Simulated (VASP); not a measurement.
# Si13O24 (a cell with a defect) in VASP: further runs

The runs below take Si13O24 (a cell with a defect) through single point, with PBE.

Everything below comes from runs of VASP 6.6.1. Logs are shortened: lines on timing, memory, paths and dates and some standing lists are left out, and cuts for length are marked.

**1. The cell of the first run**

The cell holds a defect, 37 atoms: a = 7.400 Å, b = 7.400 Å, c = 9.994 Å, α = 70.27°, β = 70.27°, γ = 71.58°.

**2. Single point, PBE**

INCAR reads:

```
SYSTEM = Si13O24
PREC = Accurate
ENCUT = 520
EDIFF = 1E-6
ISMEAR = -1
SIGMA = 0.05
LREAL = Auto
LASPH = .True.
NELM = 100
ALGO = Normal
ISIF = 2
LWAVE = .False.
LCHARG = .False.
GGA = PE
NBANDS = 122
```

KPOINTS reads:

```
regular mesh
0
Gamma
  1 1 1
  0 0 0
```

POSCAR reads:

```
Si13O24
1.0
   -2.4985500000      4.3276160000      5.4574000000
    4.9971000000      0.0000000000      5.4574000000
    4.9971000000      8.6552310000      0.0000000000
Si O
13 24
Direct
    0.7588828867      0.1698194257      0.1327574362
    0.1480532119      0.1551131310      0.1677578046
    0.5213050468      0.1313317399      0.9452540248
    0.7660979018      0.2516394823      0.6198127425
    0.1717937421      0.1527197625      0.6794899700
    0.5549557976      0.1559688185      0.4353511086
    0.2637030153      0.7433149786      0.3696255607
    0.6989568947      0.6776876613      0.4390157766
    0.0335988522      0.5931648082      0.1935011405
    0.3126738443      0.7209868732      0.8546932680
    0.6989058912      0.5971141916      0.9492529642
    0.0916626753      0.5763843801      0.6888342021
    0.5628455293      0.7417867132      0.1330202143
    0.9473611519      0.0545811650      0.1815416274
    0.3070039586      0.2685265138      0.0074064755
    0.1210347873      0.7038818397      0.0146972297
    0.2241824015      0.9853312863      0.2918956932
    0.0494811597      0.3567928902      0.2337158352
    0.6515353209      0.0540937332      0.0712176626
    0.9744375317      0.1237594119      0.6624327585
    0.3237928079      0.2215218108      0.5279754017
    0.0820410217      0.7339519420      0.5252150938
    0.2974363371      0.9569888471      0.7740070425
    0.1216782461      0.3387974383      0.7492374583
    0.7356032085      0.1800892458      0.4948905217
    0.4781690291      0.6851871478      0.4230814936
    0.7922540676      0.7045576010      0.2574776596
    0.5607705389      0.2454192218      0.2667404768
    0.8025817137      0.4787976977      0.5298454235
    0.6422080282      0.8931018264      0.4707870029
    0.1639570945      0.6539415385      0.2588788970
    0.4858005111      0.5911775371      0.9214591656
    0.8384402701      0.6434008997      0.7938496930
    0.5896154485      0.2684854787      0.7577464716
    0.8018201336      0.3546279919      0.0033771901
    0.4692292161      0.9128208444      1.0057104353
    0.2617730585      0.6579872669      0.7296681883
```

Potentials or basis: VASP PAW PBE potentials, release 64 (Si, O).

Launch:

```
> cat potpaw_PBE.64/Si/POTCAR potpaw_PBE.64/O/POTCAR > POTCAR
> mpirun -np 1 vasp_gam > vasp.out
```

OUTCAR:

```text
SYSTEM = Si13O24
   PREC = Accurate
   ENCUT = 520
   EDIFF = 1E-6
   ISMEAR = -1
   LREAL = Auto
   LASPH = .True.
   NELM = 100
   ISIF = 2
   GGA = PE

 ion  position               nearest neighbor table
   1  0.759  0.170  0.133-  14 1.53  35 1.56  19 1.69  28 1.71   6 2.87   2 2.98  11 3.05   3 3.10

   2  0.148  0.155  0.168-  17 1.55  18 1.69  15 1.76  14 1.81   3 2.90   1 2.98   7 3.07
   3  0.521  0.131  0.945-  15 1.64  36 1.64  19 1.68  34 1.79  13 2.85   2 2.90   1 3.10   4 3.12

   4  0.766  0.252  0.620-  34 1.56  25 1.61  20 1.64  29 1.68   8 3.04   5 3.07   3 3.12   6 3.14

   5  0.172  0.153  0.679-  21 1.58  20 1.61  24 1.63  23 1.63  12 3.03   6 3.05   4 3.07  10 3.12

   6  0.555  0.156  0.435-  28 1.58  21 1.65  25 1.71  30 1.79   1 2.87   5 3.05   4 3.14
   7  0.264  0.743  0.370-  17 1.67  22 1.67  26 1.72  31 1.89  13 2.64  12 2.99   2 3.07
   8  0.699  0.678  0.439-  29 1.56  30 1.63  27 1.67  26 1.68   9 2.92   4 3.04
   9  0.034  0.593  0.194-  31 1.57  18 1.63  16 1.69  27 1.71   8 2.92
  10  0.313  0.721  0.855-  32 1.54  23 1.64  37 1.66  16 1.74  11 3.08   5 3.12
  11  0.699  0.597  0.949-  33 1.54  35 1.69  32 1.71  13 2.22  36 2.53   1 3.05  10 3.08
  12  0.092  0.576  0.689-  24 1.62  22 1.67  37 1.76  33 1.82   7 2.99   5 3.03
  13  0.563  0.742  0.133-  36 1.63  11 2.22  27 2.32  19 2.42   7 2.64   3 2.85
  14  0.947  0.055  0.182-   1 1.53   2 1.81
  15  0.307  0.269  0.007-   3 1.64   2 1.76
  16  0.121  0.704  0.015-   9 1.69  10 1.74
  17  0.224  0.985  0.292-   2 1.55   7 1.67
  18  0.049  0.357  0.234-   9 1.63   2 1.69
  19  0.652  0.054  0.071-   3 1.68   1 1.69  13 2.42
  20  0.974  0.124  0.662-   5 1.61   4 1.64
  21  0.324  0.222  0.528-   5 1.58   6 1.65
  22  0.082  0.734  0.525-  12 1.67   7 1.67
  23  0.297  0.957  0.774-   5 1.63  10 1.64
  24  0.122  0.339  0.749-  12 1.62   5 1.63
  25  0.736  0.180  0.495-   4 1.61   6 1.71
  26  0.478  0.685  0.423-   8 1.68   7 1.72
  27  0.792  0.705  0.257-   8 1.67   9 1.71  13 2.32
  28  0.561  0.245  0.267-   6 1.58   1 1.71
  29  0.803  0.479  0.530-   8 1.56   4 1.68
  30  0.642  0.893  0.471-   8 1.63   6 1.79
  31  0.164  0.654  0.259-   9 1.57   7 1.89
  32  0.486  0.591  0.921-  10 1.54  11 1.71
  33  0.838  0.643  0.794-  11 1.54  12 1.82
  34  0.590  0.268  0.758-   4 1.56   3 1.79
  35  0.802  0.355  0.003-   1 1.56  11 1.69
  36  0.469  0.913  0.006-  13 1.63   3 1.64  11 2.53
  37  0.262  0.658  0.730-  10 1.66  12 1.76

  LATTYP: Found a base centered monoclinic cell.
 ALAT       =    12.0043271942
 B/A-ratio  =     0.7210092809
 C/A-ratio  =     0.8325497764
 COS(beta)  =    -0.4162749243

  Lattice vectors:

[... 181 lines left out ...]
   NFREE  =      0    steps in history (QN), initial steepest desc. (CG)
   ISIF   =      2    stress and relaxation
   ISYM   =      2    0-nonsym 1-usesym 2-fastsym
   POTIM  = 0.5000    time-step for ionic-motion
   TEBEG  =    0.0;   TEEND  =   0.0 temperature during run
   PSTRESS=    0.0 pullay stress
   NELECT =     196.0000    total number of electrons
   NUPDOWN=      -1.0000    fix difference up-down
   EMIN   =  10.00;   EMAX   =-10.00  energy-range for DOS
   EFERMI =   0.00;   METHOD = LEGACY
   ISMEAR =    -1;   SIGMA  =   0.05  broadening in eV -4-tet -1-fermi 0-gaus
   EFERMI_NEDOS =   21; number of points for ismear=-14 and -15
   IALGO  =     38    algorithm
   IMIX   =      4    mixing-type and parameters
     AMIX     =   0.40;   BMIX     =  1.00
     AMIX_MAG =   1.60;   BMIX_MAG =  1.00
  volume/ion in A,a.u.               =      12.76        86.10
  Fermi-wavevector in a.u.,A,eV,Ry     =   1.221301  2.307924 20.294123  1.491576
  Thomas-Fermi vector in A             =   2.356488
   LORBIT       =      0    0 simple, 1 ext, 2 COOP (PROOUT), +10 PAW based schemes
   GGA     = PE    functional components
   LHFCALC =     F    Hartree Fock is set to
   AEXX    =    0.0000 exact exchange contribution
   IVDW    =     0    specifies the selected vdW correction
   LEPSILON=     F    determine dielectric tensor
   LRPA    =     F    only Hartree local field effects (RPA)
 non-spin polarized calculation
  energy-cutoff  :      520.00
  volume of cell :      472.08
 maximum number of plane-waves:      6367
 NGX is ok and might be reduce to    54
   NGX = 27   NGY = 27   NGZ = 37

 number of electron     195.9999994 magnetization

 Free energy of the ion-electron system (eV)
  ---------------------------------------------------
  ext. energy  EPLUGINS =         0.00000000
  ---------------------------------------------------
  free energy    TOTEN  =      -277.04658822 eV

  energy without entropy =     -277.04658822  energy(sigma->0) =     -277.04658822

 E-fermi :   5.0885     XC(G=0):  -9.3210

 val. band max:        4.0531672795   @ k =   0.0000   0.0000   0.0000
 cond. band min:       6.1224464314   @ k =   0.0000   0.0000   0.0000
 fundamental gap:      2.0692791519
 Fermi energy:         5.0885414675

 k-point     1 :       0.0000    0.0000    0.0000
  band No.  band energies     occupation
      1     -18.1279      2.00000
      2     -17.8009      2.00000
      3     -17.5268      2.00000
      4     -17.3641      2.00000
      5     -17.2151      2.00000
      6     -16.9891      2.00000
[... 102 lines left out ...]
    109       9.6417      0.00000
    110       9.8114      0.00000
 [bands above 110 left out]

------------------------ aborting loop because EDIFF is reached ----------------------------------------

  FORCE on cell =-STRESS in cart. coord.  units (eV):
  Direction    XX          YY          ZZ          XY          YZ          ZX
  --------------------------------------------------------------------------------------
  -------------------------------------------------------------------------------------
  Total        7.5613948      4.0781429    -10.6017806      1.6976425     -6.9267359      1.2604759
  in kB       25.6625612     13.8407787    -35.9813038      5.7616163    -23.5085972      4.2779198
  external PRESSURE =       1.1740120 kB  Pullay stress =       0.0000000 kB

 VOLUME and BASIS-vectors are now :
 -----------------------------------------------------------------------------
  energy-cutoff  :      520.00
  volume of cell :      472.08
      direct lattice vectors                 reciprocal lattice vectors
    -2.498550000  4.327616000  5.457400000    -0.100058031  0.057768532  0.091618717
     4.997100000  0.000000000  5.457400000     0.100058031 -0.057768532  0.091618722
     4.997100000  8.655231000  0.000000000     0.050029021  0.086652797 -0.045809364

 POSITION                                       TOTAL-FORCE (eV/Angst)
 -----------------------------------------------------------------------------------
     -0.38410      4.43320      5.06830         2.375049     -2.925269     -2.470031
      1.24350      2.09270      1.65450         2.572534     -2.421225      0.726075
      4.07730     10.43740      3.56170         0.577787     -0.973584      0.384767
      2.44060      8.68000      5.55420        -2.188566     -1.009501      2.765200
      3.72940      6.62460      1.77100         0.077909      1.546050     -0.503274
      1.56830      6.16970      3.87980        -1.948417      4.119044     -2.068931
[... 29 lines left out ...]
      3.41760      2.08007      7.54240         0.312014     -3.417261      0.852509
      6.28020      7.44830      5.01950        -0.295102     -0.578237     -2.496587
 -----------------------------------------------------------------------------------
    total drift:                                0.009684      0.018591      0.005305

  FREE ENERGIE OF THE ION-ELECTRON SYSTEM (eV)
  ---------------------------------------------------
  free  energy   TOTEN  =      -277.0465882204 eV

  energy  without entropy=     -277.0465882159  energy(sigma->0) =     -277.04658822
```

Run time: 3.1 min. Hardware: 1 thread of Intel Xeon 8259CL, shared host; peak memory 0.5 GiB.

Results:

* Free energy: -277.0466 eV
* Pressure: 0.1 GPa
* Largest force: 6.097 eV/Å
* Band gap on the k mesh: 2.07 eV

Forces in eV/Å, atoms in the order of the input:
```
Si   2.375 -2.925 -2.470
Si   2.573 -2.421  0.726
Si   0.578 -0.974  0.385
Si  -2.189 -1.010  2.765
Si   0.078  1.546 -0.503
Si  -1.948  4.119 -2.069
Si  -2.119 -1.082  1.098
Si   3.339 -4.347 -0.432
Si  -0.934 -2.106  1.557
Si   3.492 -2.557 -3.651
Si  -1.684  0.707 -2.910
Si   4.011  1.366  1.227
Si   0.842  2.389 -1.035
O   -1.885  2.927  3.250
O    0.453  0.494 -2.367
O   -0.407 -1.012 -0.765
O   -0.778  2.087 -0.032
O   -0.785 -0.625 -0.693
O   -0.536 -0.068  1.646
O    0.216 -0.283 -0.494
O   -2.331 -0.907  2.126
O   -1.517  0.980 -1.042
O    0.591  0.211  0.203
O    0.106 -0.539  0.429
O    0.706 -1.688 -1.502
O    0.960  0.374 -2.768
O   -2.410 -0.152  0.896
O   -1.205 -0.430  1.213
O   -0.326  1.923 -0.466
O    1.362 -0.301  1.205
O    1.661  4.681  1.926
O   -1.984  2.432  1.865
O   -3.332 -1.501  4.880
O    2.087  3.587 -3.738
O    0.926 -0.901  1.185
O    0.312 -3.417  0.853
O   -0.295 -0.578 -2.497
```

Caveat: the k points lie up to 0.93 Å⁻¹ apart; the atoms stand as in a frame of molecular dynamics.

**3. Single point, PBE**

INCAR is that of step 2.

KPOINTS is that of step 2.

POSCAR reads:

```
Si13O24
1.0
   -2.4985500000      4.3276160000      5.4574000000
    4.9971000000      0.0000000000      5.4574000000
    4.9971000000      8.6552310000      0.0000000000
Si O
13 24
Direct
    0.7874244938      0.1859144588      0.0947322101
    0.1469300451      0.1669740117      0.1834316364
    0.5090867099      0.1434584581      0.9667411775
    0.7582572520      0.2330389696      0.6317513402
    0.1811490001      0.1657377958      0.6780935932
    0.5983468849      0.0721921996      0.4356422662
    0.2636140045      0.7400140968      0.3717612871
    0.6307362347      0.6498735795      0.4449466200
    0.0579695023      0.5820055774      0.2084208098
    0.2485774871      0.7720733723      0.8639922019
    0.6824195795      0.6067840706      0.9072259433
    0.0664733431      0.6343548902      0.6846875487
    0.5448987431      0.7290229046      0.1347494343
    1.0111799236      0.1108928583      0.1117129726
    0.3268488556      0.2625526909      0.0524796695
    0.1344734285      0.6843230680      0.0337311204
    0.2654333318      0.9703566048      0.2909346344
    0.0456853759      0.3579683786      0.2523550482
    0.6958965334      0.0430450871      0.0605214382
    1.0036338851      0.1614813712      0.6198977174
    0.3788722761      0.1836116906      0.5351314455
    0.1163730411      0.7249616604      0.5208736965
    0.1657041386      1.0092876157      0.8299831765
    0.1354349689      0.3908962511      0.6947116098
    0.7515861931      0.1225846575      0.5102375159
    0.4535136636      0.5974629919      0.4207128629
    0.8474018112      0.6583518444      0.2934953860
    0.6486922031      0.1826377342      0.2669610138
    0.7217898410      0.4838392131      0.5799233707
    0.6282168893      0.8388553429      0.4940039773
    0.2054410161      0.6278129143      0.2717697738
    0.4771107014      0.6903316705      0.8646271942
    0.8341412575      0.7138303040      0.7548102353
    0.5916772436      0.2453513781      0.7886153580
    0.7755336589      0.3708547311     -0.0397807835
    0.4706251564      0.9222175893      1.0112399130
    0.2257288881      0.6889924077      0.7377540879
```

Potentials or basis: VASP PAW PBE potentials, release 64 (Si, O).

Launch:

```
> cat potpaw_PBE.64/Si/POTCAR potpaw_PBE.64/O/POTCAR > POTCAR
> mpirun -np 1 vasp_gam > vasp.out
```

Wall time 3.1 min (1 thread of Intel Xeon 8259CL, shared host); peak memory 0.5 GiB.

Results (log left out):

| Quantity | Value |
| --- | --- |
| Free energy | -278.3089 eV |
| Pressure | 6.0 GPa |
| Largest force | 6.495 eV/Å |
| Band gap on the k mesh | 1.95 eV |

Forces on the atoms (eV/Å):
```
Si   0.323  2.217 -1.638
Si   0.052  1.166  0.972
Si  -6.112  1.682  1.052
Si  -1.292 -1.263  2.618
Si   1.493 -4.073  3.685
Si   4.392  3.299  1.134
Si  -3.153 -4.432 -0.034
Si  -3.431  3.115  2.836
Si  -1.151 -0.431  1.902
Si  -0.873  0.904 -1.471
Si   1.677  1.399  1.498
Si  -1.329  3.676 -2.832
Si  -2.409 -0.390  0.662
O   -0.012  0.845  0.362
O    3.493 -0.851 -0.419
O    0.167 -0.970 -0.932
O    1.805 -1.509  0.424
O   -2.620  0.436 -2.002
O   -0.540 -2.060 -0.303
O    1.050 -1.093 -2.129
O   -1.844  0.184 -1.031
O    2.443 -3.116 -0.203
O   -0.767  2.233 -0.483
O    1.602  0.804  0.027
O    1.188  0.261 -0.239
O   -0.812  3.173  0.450
O    5.580 -1.573 -2.928
O   -0.154 -1.231  0.986
O   -1.487 -1.331 -1.091
O    0.274 -1.468 -0.670
O    0.765  2.361  1.831
O   -0.568 -1.404 -0.588
O    0.058  1.052 -0.574
O   -0.200  1.599 -2.052
O    0.088 -1.502  0.928
O    1.080 -2.615  0.515
O    1.223  0.906 -0.263
```

Stress tensor (GPa, compression positive):
```
 7.20 -1.70 -0.39
-1.70  6.02 -2.62
-0.39 -2.62  4.76
```

Levels at points of the mesh, in eV from the valence-band top:
```
           k point  band 96  band 97  band 98  band 99  band 100  band 101
(0.00, 0.00, 0.00)    -2.78    -2.71     0.00     1.95      2.18      3.26
```

Caveat: the k points lie up to 0.93 Å⁻¹ apart, too coarse for converged energies, forces and pressures; the atoms stand as in a frame of molecular dynamics.

**4. Single point, PBE**

INCAR reads:

```
SYSTEM = Si13O24
PREC     = Accurate       ! precision mode
ENCUT    = 520            ! plane-wave cutoff, eV
EDIFF    = 1E-6           ! SCF threshold, eV
ISMEAR   = -1             ! smearing method
SIGMA    = 0.05           ! smearing width, eV
LREAL    = Auto         
LASPH    = .TRUE.         ! aspherical terms in the spheres
NELM     = 100            ! most SCF steps
ALGO     = Normal         ! electronic algorithm
ISIF     = 2              ! what is computed and relaxed
LWAVE    = .FALSE.        ! write WAVECAR
LCHARG   = .FALSE.        ! write CHGCAR
GGA      = PE             ! functional
NBANDS   = 122            ! bands
```

KPOINTS reads:

```
regular mesh
0
G
  1 1 1
  0 0 0
```

POSCAR reads:

```
Si13O24
1.0
   -2.4985500000      4.3276160000      5.4574000000
    4.9971000000      0.0000000000      5.4574000000
    4.9971000000      8.6552310000      0.0000000000
Si O
13 24
Direct
    0.7771136291      0.1937149706      0.1028684994
    0.1798206615      0.1898791956      0.1602620691
    0.5476209531      0.1253002181      0.9594205864
    0.7888584950      0.2326169329      0.6267219622
    0.1943192298      0.1752706848      0.6671411765
    0.5747709472      0.0892815320      0.4545126586
    0.2711161402      0.7337030045      0.3885873703
    0.6441868292      0.6559377723      0.4431663085
    0.0543938868      0.6110145495      0.1962748476
    0.2630655817      0.7480752546      0.8484872535
    0.6364546523      0.6232660938      0.9260952901
    0.0237555420      0.6089450113      0.6953823805
    0.5423362550      0.6842368384      0.1576823247
    1.0278465562      0.1778557929      0.0739754719
    0.3561376383      0.2931825508      0.0322317288
    0.1060799509      0.7319381530      0.0179459921
    0.2313712619      0.9804328939      0.3083931584
    0.1157754441      0.3704267767      0.2503073963
    0.7244375146      0.0282285901      0.0494051078
    1.0186829318      0.1132846718      0.6277511768
    0.3565937585      0.2186618577      0.5118753209
    0.0644320147      0.6833233267      0.5231937752
    0.2417164714      0.9700327132      0.7914570889
    0.0823894582      0.3693091529      0.7490903550
    0.6924866491      0.1823072088      0.5167607540
    0.4548715695      0.5752526655      0.4574101509
    0.8271980746      0.6575382467      0.2894901797
    0.6349635259      0.2055099596      0.2721847269
    0.7313314100      0.4698449744      0.5614267821
    0.6251274794      0.8613495975      0.4846535370
    0.2279018051      0.6786104535      0.2507533885
    0.4831720020      0.5814375191      0.8599443635
    0.7940912781      0.7132015720      0.7780587115
    0.6548714292      0.1980988497      0.7876586916
    0.7862513336      0.3978106739     -0.0331815351
    0.4612312512      0.9220831476      1.0145619750
    0.1735952351      0.6806577058      0.7454967387
```

Launch:

```
> cat potpaw_PBE.64/Si/POTCAR potpaw_PBE.64/O/POTCAR > POTCAR
> mpirun -np 1 vasp_gam > vasp.out
```

Wall time 3.1 min (1 thread of Intel Xeon 8259CL, shared host); peak memory 0.5 GiB.

Results (log left out):

| Property | Result |
| --- | --- |
| Free energy | -277.7144 eV |
| Pressure | -1.7 GPa |
| Largest force | 6.166 eV/Å |
| Band gap on the k mesh | 2.33 eV |

Forces on the atoms (eV/Å):
```
Si  -0.564  0.556  2.183
Si   0.999  1.650 -0.922
Si  -0.271  0.655 -1.232
Si  -1.727 -2.641  0.351
Si   2.876 -1.364 -2.079
Si   1.538 -1.215  4.908
Si   1.172 -3.266 -1.401
Si  -1.665  1.577  0.950
Si  -1.308  1.231  2.242
Si  -2.744  1.602 -5.284
Si  -2.157  1.317 -0.933
Si   1.965  2.462 -0.082
Si   1.199 -3.069  0.847
O    0.580  2.503 -1.409
O   -2.736  0.511 -0.635
O   -0.269  1.157 -1.351
O    0.356 -0.282  0.905
O   -0.867 -1.270 -1.228
O    1.427  0.549  1.568
O    1.480 -0.767  0.804
O    0.285  0.108 -1.381
O   -1.132 -1.814  2.237
O    1.682 -0.891  4.693
O   -3.601 -0.632 -0.746
O   -1.383  2.112 -0.063
O    2.253 -0.693  0.374
O    0.984 -0.917  0.481
O   -1.310 -0.260 -0.011
O    0.129  1.672  1.509
O   -1.566 -0.131 -2.619
O   -0.975 -0.313 -1.181
O    3.036 -2.221  0.373
O   -0.761 -0.175  1.468
O    1.572  1.274 -2.158
O    1.318 -0.017 -2.286
O   -0.033 -0.031  0.368
O    0.217  1.036  0.740
```

Stress tensor (GPa, compression positive):
```
-1.53 -0.08  0.27
-0.08 -2.02 -0.43
 0.27 -0.43 -1.60
```

Levels at points of the mesh, in eV from the valence-band top:
```
           k point  band 95  band 96  band 97  band 98  band 99  band 100  band 101  band 102
(0.00, 0.00, 0.00)    -2.10    -2.03    -1.82     0.00     2.33      2.59      3.23      4.19
```

Caveat: the k points lie up to 0.93 Å⁻¹ apart; the atoms stand as in a frame of molecular dynamics.

**5. The runs side by side**

| cell | gap on the mesh (eV) | pressure (GPa) | largest force (eV/Å) |
| --- | --- | --- | --- |
| as given, atomic positions A | 2.07 | 0.1 | 6.10 |
| as given, atomic positions B | 1.95 | 6.0 | 6.50 |
| as given, atomic positions C | 2.33 | -1.7 | 6.17 |

Alike in all rows: task single point; level PBE; potentials or basis VASP PAW PBE potentials, release 64 (Si, O); no spin polarisation; k mesh 1 × 1 × 1; cutoff (eV) 520; smearing fermi-dirac 0.05 eV.

Caveats: all runs use coarse meshes; the atoms stand as in a frame of molecular dynamics.

Absolute energies hang on the potentials; compare differences alone.
